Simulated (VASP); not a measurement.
# TePt (P6_3/mmc) in VASP: single point with LDA

Aim: the single point of TePt with LDA.

Everything below comes from runs of VASP 6.6.1. Logs are shortened: lines on timing, memory, paths and dates and some standing lists are left out, and cuts for length are marked.

## 1. The cell of the first run

Symmetry: P6_3/mmc, No. 194, hexagonal system. The conventional cell has a = 4.111 Å, b = 4.111 Å, c = 5.446 Å, α = 90.00°, β = 90.00°, γ = 120.00°. Te (site symmetry -6m2) has 6 Pt at 2.74 Å and 6 Te at 3.61 Å within 3.7 Å. Pt (site symmetry -3m) has 2 Pt at 2.72 Å and 6 Te at 2.74 Å within 3.6 Å.

## 2. Single point, LDA

The input, INCAR:

```
SYSTEM = TePt
PREC = Accurate
ENCUT = 520
EDIFF = 1E-6
ISMEAR = -1
SIGMA = 0.05
LREAL = .FALSE.
LASPH = .TRUE.
NELM = 60
ALGO = Normal
ISIF = 2
LWAVE = .FALSE.
LCHARG = .FALSE.
GGA = CA
NBANDS = 24
```

The input, KPOINTS:

```
regular mesh
0
G
  7 7 4
  0 0 0
```

The input, POSCAR:

```
TePt
1.0
    4.1110000000      0.0000000000      0.0000000000
   -2.0555000000      3.5602304300      0.0000000000
    0.0000000000      0.0000000000      5.4460000000
Te Pt
2 2
Direct
    0.3333333333      0.6666666667      0.2500000000
    0.6666666667      0.3333333333      0.7500000000
    0.0000000000      0.0000000000      0.0000000000
    0.0000000000      0.0000000000      0.5000000000
```

Potentials or basis: VASP PAW LDA potentials, release 64 (Te, Pt).

Command:

```console
> cat potpaw_LDA.64/Te/POTCAR potpaw_LDA.64/Pt/POTCAR > POTCAR
> mpirun -np 1 vasp_std > vasp.out
```

OUTCAR:

```text
SYSTEM = TePt
   PREC = Accurate
   ENCUT = 520
   EDIFF = 1E-6
   ISMEAR = -1
   LREAL = .FALSE.
   LASPH = .TRUE.
   NELM = 60
   ISIF = 2
   GGA = CA

 ion  position               nearest neighbor table
   1  0.333  0.667  0.250-   3 2.74   4 2.74   3 2.74   4 2.74   3 2.74   4 2.74   2 3.61   2 3.61
                             2 3.61   2 3.61   2 3.61   2 3.61
   2  0.667  0.333  0.750-   3 2.74   4 2.74   3 2.74   4 2.74   3 2.74   4 2.74   1 3.61   1 3.61
                             1 3.61   1 3.61   1 3.61   1 3.61
   3  0.000  0.000  0.000-   4 2.72   4 2.72   1 2.74   2 2.74   2 2.74   1 2.74   2 2.74   1 2.74

   4  0.000  0.000  0.500-   3 2.72   3 2.72   1 2.74   2 2.74   2 2.74   1 2.74   2 2.74   1 2.74

  LATTYP: Found a hexagonal cell.
 ALAT       =     4.1110000000
 C/A-ratio  =     1.3247385064

  Lattice vectors:

 A1 = (   4.1110000000,   0.0000000000,   0.0000000000)
 A2 = (  -2.0555000000,   3.5602304300,   0.0000000000)
 A3 = (   0.0000000000,   0.0000000000,   5.4460000000)

Analysis of symmetry for initial positions (statically):
=====================================================================
 Subroutine PRICEL returns:
 Original cell was already a primitive cell.

 Routine SETGRP: Setting up the symmetry group for a
 hexagonal supercell.

 Subroutine GETGRP returns: Found 24 space group operations
 (whereof 12 operations were pure point group operations)
 out of a pool of 24 trial point group operations.

The static configuration has the point symmetry D_3d.
 The point group associated with its full space group is D_6h.

Analysis of symmetry for dynamics (positions and initial velocities):
=====================================================================
 Subroutine PRICEL returns:
 Original cell was already a primitive cell.

 Routine SETGRP: Setting up the symmetry group for a
 hexagonal supercell.

 Subroutine GETGRP returns: Found 24 space group operations
 (whereof 12 operations were pure point group operations)
 out of a pool of 24 trial point group operations.

The dynamic configuration has the point symmetry D_3d.
 The point group associated with its full space group is D_6h.

 Subroutine INISYM returns: Found 24 space group operations
 (whereof 12 operations are pure point group operations),
 and found     1 'primitive' translations

----------------------------------------------------------------------------------------

                                     Primitive cell

  volume of cell :      79.7082

  direct lattice vectors                    reciprocal lattice vectors
     4.111000000  0.000000000  0.000000000     0.243249818  0.140440348  0.000000000
    -2.055500000  3.560230430  0.000000000     0.000000000  0.280880696  0.000000000
     0.000000000  0.000000000  5.446000000     0.000000000  0.000000000  0.183621006

  length of vectors
     4.111000000  4.110999996  5.446000000     0.280880695  0.280880696  0.183621006

  position of ions in fractional coordinates (direct lattice)
     0.333333333  0.666666667  0.250000000
     0.666666667  0.333333333  0.750000000
     0.000000000  0.000000000  0.000000000
     0.000000000  0.000000000  0.500000000

  ion indices of the primitive-cell ions
   primitive index   ion index
                 1           1
                 2           2
                 3           3
                 4           4

----------------------------------------------------------------------------------------

 KPOINTS: regular mesh

Automatic generation of k-mesh.
 Grid dimensions read from file:
 generate k-points for:    7    7    4

 Generating k-lattice:

  Cartesian coordinates                     Fractional coordinates (reciprocal lattice)
     0.034749974  0.020062907  0.000000000     0.142857143  0.000000000  0.000000000
     0.000000000  0.040125814  0.000000000     0.000000000  0.142857143  0.000000000
     0.000000000  0.000000000  0.045905252     0.000000000  0.000000000  0.250000000

  Length of vectors
     0.040125814  0.040125814  0.045905252

  Shift w.r.t. Gamma in fractional coordinates (k-lattice)
     0.000000000  0.000000000  0.000000000

 Subroutine IBZKPT returns following result:
 ===========================================

 Found     24 irreducible k-points:

 Following reciprocal coordinates:
            Coordinates               Weight
  0.000000  0.000000  0.000000      1.000000
  0.142857  0.000000  0.000000      6.000000
  0.285714 -0.000000  0.000000      6.000000
  0.428571  0.000000  0.000000      6.000000
  0.142857  0.142857  0.000000      6.000000
  0.285714  0.142857  0.000000     12.000000
[... 16 lines left out ...]
  0.428571  0.142857  0.500000      6.000000
  0.285714  0.285714  0.500000      6.000000
   k-points           NKPTS =     24   k-points in BZ     NKDIM =     24   number of bands    NBANDS=     24
   number of dos      NEDOS =    301   number of ions     NIONS =      4
   total plane-waves  NPLWV =  43008
   dimension x,y,z NGX =    32 NGY =   32 NGZ =   42
   dimension x,y,z NGXF=    64 NGYF=   64 NGZF=   84
   ions per type =               2   2
   NGX,Y,Z   is equivalent  to a cutoff of  12.94, 12.94, 12.82 a.u.
   NGXF,Y,Z  is equivalent  to a cutoff of  25.88, 25.88, 25.64 a.u.
 SYSTEM =  TePt
   PREC   = accura    normal or accurate (medium, high low for compatibility)
   ISTART =      0    job   : 0-new  1-cont  2-samecut
   ICHARG =      2    charge: 1-file 2-atom 10-const
   ISPIN  =      1    spin polarized calculation?
   LNONCOLLINEAR =      F non collinear calculations
   LSORBIT =      F    spin-orbit coupling
   LASPH  =      T    aspherical Exc in radial PAW
   ENCUT  =  520.0 eV  38.22 Ry    6.18 a.u.   7.64  7.64 10.13*2*pi/ulx,y,z
   NELM   =     60;   NELMIN=  2; NELMDL= -5     # of ELM steps
   EDIFF  = 0.1E-05   stopping-criterion for ELM
   LREAL  =      F    real-space projection
   EDIFFG = 0.1E-04   stopping-criterion for IOM
   NSW    =      0    number of steps for IOM
   IBRION =     -1    ionic relax: 0-MD 1-quasi-New 2-CG
   NFREE  =      0    steps in history (QN), initial steepest desc. (CG)
   ISIF   =      2    stress and relaxation
   ISYM   =      2    0-nonsym 1-usesym 2-fastsym
   POTIM  = 0.5000    time-step for ionic-motion
   TEBEG  =    0.0;   TEEND  =   0.0 temperature during run
   PSTRESS=    0.0 pullay stress
   NELECT =      32.0000    total number of electrons
   NUPDOWN=      -1.0000    fix difference up-down
   EMIN   =  10.00;   EMAX   =-10.00  energy-range for DOS
   EFERMI =   0.00;   METHOD = LEGACY
   ISMEAR =    -1;   SIGMA  =   0.05  broadening in eV -4-tet -1-fermi 0-gaus
   EFERMI_NEDOS =   21; number of points for ismear=-14 and -15
   IALGO  =     38    algorithm
   IMIX   =      4    mixing-type and parameters
     AMIX     =   0.40;   BMIX     =  1.00
     AMIX_MAG =   1.60;   BMIX_MAG =  1.00
  volume/ion in A,a.u.               =      19.93       134.47
  Fermi-wavevector in a.u.,A,eV,Ry     =   1.207694  2.282212 19.844451  1.458526
  Thomas-Fermi vector in A             =   2.343325
   LORBIT       =      0    0 simple, 1 ext, 2 COOP (PROOUT), +10 PAW based schemes
   GGA     = CA    functional components
   LHFCALC =     F    Hartree Fock is set to
   AEXX    =    0.0000 exact exchange contribution
   IVDW    =     0    specifies the selected vdW correction
   LEPSILON=     F    determine dielectric tensor
   LRPA    =     F    only Hartree local field effects (RPA)
 non-spin polarized calculation
  energy-cutoff  :      520.00
  volume of cell :       79.71
 maximum number of plane-waves:      2187
 NGX is ok and might be reduce to    32
   NGX = 15   NGY = 15   NGZ = 21

 number of electron      31.9999996 magnetization

 Free energy of the ion-electron system (eV)
  ---------------------------------------------------
  ext. energy  EPLUGINS =         0.00000000
  ---------------------------------------------------
  free energy    TOTEN  =       -23.39105209 eV

  energy without entropy =      -23.36908621  energy(sigma->0) =      -23.38006915

 E-fermi :  10.6494     XC(G=0): -11.7870

 val. band max:       10.5950633236   @ k =   0.1429   0.1429   0.2500
 cond. band min:      10.6566563722   @ k =   0.4286   0.1429   0.2500
 fundamental gap:      0.0615930486
 Fermi energy:        10.6493959779

 k-point     1 :       0.0000    0.0000    0.0000
  band No.  band energies     occupation
      1      -3.9968      2.00000
      2      -0.8710      2.00000
      3       2.8525      2.00000
      4       3.9965      2.00000
      5       3.9965      2.00000
      6       4.5907      2.00000
[... 16 lines left out ...]
     23      18.3164      0.00000
     24      18.3164      0.00000

 k-point     2 :       0.1429    0.0000    0.0000
  band No.  band energies     occupation
      1      -3.7735      2.00000
      2      -1.0181      2.00000
      3       3.1452      2.00000
      4       4.0702      2.00000
      5       4.3020      2.00000
      6       4.4642      2.00000
[... 16 lines left out ...]
     23      16.2943      0.00000
     24      17.3668      0.00000

 k-point     3 :       0.2857   -0.0000    0.0000
  band No.  band energies     occupation
      1      -3.1550      2.00000
      2      -1.3414      2.00000
      3       3.6319      2.00000
      4       3.9571      2.00000
      5       4.1936      2.00000
      6       4.9263      2.00000
[... 16 lines left out ...]
     23      16.7963      0.00000
     24      18.1789      0.00000

 k-point     4 :       0.4286    0.0000    0.0000
  band No.  band energies     occupation
      1      -2.3500      2.00000
      2      -1.7324      2.00000
      3       2.4874      2.00000
      4       4.2206      2.00000
      5       4.8018      2.00000
      6       4.9072      2.00000
[... 16 lines left out ...]
     23      18.6226      0.00000
     24      19.7276      0.00000

 k-point     5 :       0.1429    0.1429    0.0000
  band No.  band energies     occupation
      1      -3.3512      2.00000
      2      -1.2438      2.00000
      3       3.7048      2.00000
      4       3.9977      2.00000
      5       4.1694      2.00000
      6       4.7711      2.00000
[... 16 lines left out ...]
     23      17.0296      0.00000
     24      17.1231      0.00000

 k-point     6 :       0.2857    0.1429    0.0000
  band No.  band energies     occupation
      1      -2.6305      2.00000
      2      -1.5472      2.00000
      3       2.9438      2.00000
      4       4.1288      2.00000
      5       4.6458      2.00000
      6       4.6465      2.00000
[... 16 lines left out ...]
     23      17.2585      0.00000
     24      19.2286      0.00000
[... 379 lines left out ...]
 k-point    21 :       0.1429    0.1429    0.5000
  band No.  band energies     occupation
      1      -2.4381      2.00000
      2      -2.4381      2.00000
      3       3.8399      2.00000
      4       3.8399      2.00000
      5       5.0068      2.00000
      6       5.0068      2.00000
[... 16 lines left out ...]
     23      17.6617      0.00000
     24      17.6617      0.00000

 k-point    22 :       0.2857    0.1429    0.5000
  band No.  band energies     occupation
      1      -2.0584      2.00000
      2      -2.0584      2.00000
      3       3.3991      2.00000
      4       3.3991      2.00000
      5       4.8764      2.00000
      6       4.8764      2.00000
[... 16 lines left out ...]
     23      18.2410      0.00000
     24      18.2410      0.00000

 k-point    23 :       0.4286    0.1429    0.5000
  band No.  band energies     occupation
      1      -1.8696      2.00000
      2      -1.8696      2.00000
      3       3.2583      2.00000
      4       3.2583      2.00000
      5       4.8056      2.00000
      6       4.8056      2.00000
[... 16 lines left out ...]
     23      18.4783      0.00000
     24      18.4783      0.00000

 k-point    24 :       0.2857    0.2857    0.5000
  band No.  band energies     occupation
      1      -1.8346      2.00000
      2      -1.8346      2.00000
      3       3.6000      2.00000
      4       3.6000      2.00000
      5       4.3706      2.00000
      6       4.3706      2.00000
[... 16 lines left out ...]
     23      18.7367      0.00000
     24      18.7367      0.00000

------------------------ aborting loop because EDIFF is reached ----------------------------------------

  FORCE on cell =-STRESS in cart. coord.  units (eV):
  Direction    XX          YY          ZZ          XY          YZ          ZX
  --------------------------------------------------------------------------------------
  -------------------------------------------------------------------------------------
  Total        4.6534033      4.6534033      4.0205877      0.0000000      0.0000000      0.0000000
  in kB       93.5358410     93.5358407     80.8159153      0.0000000      0.0000000      0.0000000
  external PRESSURE =      89.2958657 kB  Pullay stress =       0.0000000 kB

 VOLUME and BASIS-vectors are now :
 -----------------------------------------------------------------------------
  energy-cutoff  :      520.00
  volume of cell :       79.71
      direct lattice vectors                 reciprocal lattice vectors
     4.111000000  0.000000000  0.000000000     0.243249818  0.140440348  0.000000000
    -2.055500000  3.560230430  0.000000000     0.000000000  0.280880696  0.000000000
     0.000000000  0.000000000  5.446000000     0.000000000  0.000000000  0.183621006

 POSITION                                       TOTAL-FORCE (eV/Angst)
 -----------------------------------------------------------------------------------
     -0.00000      2.37349      1.36150        -0.000000      0.000000      0.000000
      2.05550      1.18674      4.08450        -0.000000      0.000000      0.000000
      0.00000      0.00000      0.00000         0.000000      0.000000      0.000000
      0.00000      0.00000      2.72300         0.000000      0.000000      0.000000
 -----------------------------------------------------------------------------------
    total drift:                               -0.000000      0.000000      0.000000

  FREE ENERGIE OF THE ION-ELECTRON SYSTEM (eV)
  ---------------------------------------------------
  free  energy   TOTEN  =       -23.3910520898 eV

  energy  without entropy=      -23.3690862127  energy(sigma->0) =      -23.38006915
```

Run time: 30 s. Hardware: 1 thread of Intel Xeon Platinum 8488C (Sapphire Rapids), shared host; peak memory 0.19 GiB.

Results:

* Free energy: -23.3911 eV
* Pressure: 8.9 GPa
* Band gap on the k mesh: zero (bands 16 and 17 overlap by 1.40 eV)

Stress tensor (GPa, compression positive):
```
9.35 0.00 0.00
0.00 9.35 0.00
0.00 0.00 8.08
```

Levels at points of the mesh, in eV from the Fermi level:
```tsv
k point	band 14	band 15	band 16	band 17	band 18	band 19
(0.00, 0.00, 0.00)	-1.67	0.33	0.72	1.62	2.25	2.55
(0.00, 0.00, 0.50)	-2.60	1.17	1.17	1.17	1.17	4.44
```

Caveat: the cell stands under pressure; spin-orbit coupling is left out, which moves the levels of the heavy elements.
